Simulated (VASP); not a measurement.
Wanted: the native input for a VASP 6.6.1 run.

| Property | Result |
| --- | --- |
| Task | single point |
| Functional | PBE |
| Potentials or basis | VASP PAW PBE potentials, release 64 (Re) |
| Cutoff | 520 eV |
| k mesh | 18 × 18 × 10 |
| Occupations | gaussian, width 0.15 eV |
| Spin | no spin polarisation |
| Dipole correction | no |
| Further INCAR settings | ALGO = Normal; EDIFF = 1e-06; NBANDS = 14 |

The structure of Re lies in POSCAR:

```
Re
1.0
    2.7379189912      0.0000000000      0.0000000000
   -1.3689594956      2.3711073999      0.0000000000
    0.0000000000      0.0000000000      4.4842238099
Re
2
Direct
    0.3333333333      0.6666666667      0.2391620039
    0.6666666667      0.3333333333      0.7608379961
```

This cell differs from its parent crystal: atoms displaced along a vibrational mode, the cell strained.

These files were run (other wordings do the same):

INCAR

```
SYSTEM = Re
PREC = Accurate
ENCUT = 520
EDIFF = 1E-6
ISMEAR = 0
SIGMA = 0.15
LREAL = .FALSE.
LASPH = .TRUE.
NELM = 80
ALGO = Normal
ISIF = 2
LWAVE = .FALSE.
LCHARG = .FALSE.
GGA = PE
NBANDS = 14
```

KPOINTS

```
Automatic mesh
0
G
  18 18 10
  0 0 0
```

Potentials or basis: VASP PAW PBE potentials, release 64 (Re).

Command:

```bash
$ cat potpaw_PBE.64/Re/POTCAR > POTCAR
$ mpirun -np 1 vasp_std > vasp.out
```

Results of the run:

```
Pressure               : 11.6 GPa
Largest force          : 0.514 eV/Å
Band gap on the k mesh : zero (bands 7 and 8 overlap by 3.18 eV)
```

Caveat: the cell differs from its parent crystal (atoms displaced along a vibrational mode, the cell strained); the stress differs along the axes, from 8 to 14 GPa; spin-orbit coupling is left out, which moves the levels of the heavy elements.

It took 51 s on 1 thread of Intel(R) Xeon(R) 6975P-C (Granite Rapids), on a shared host, peak memory 0.23 GiB.
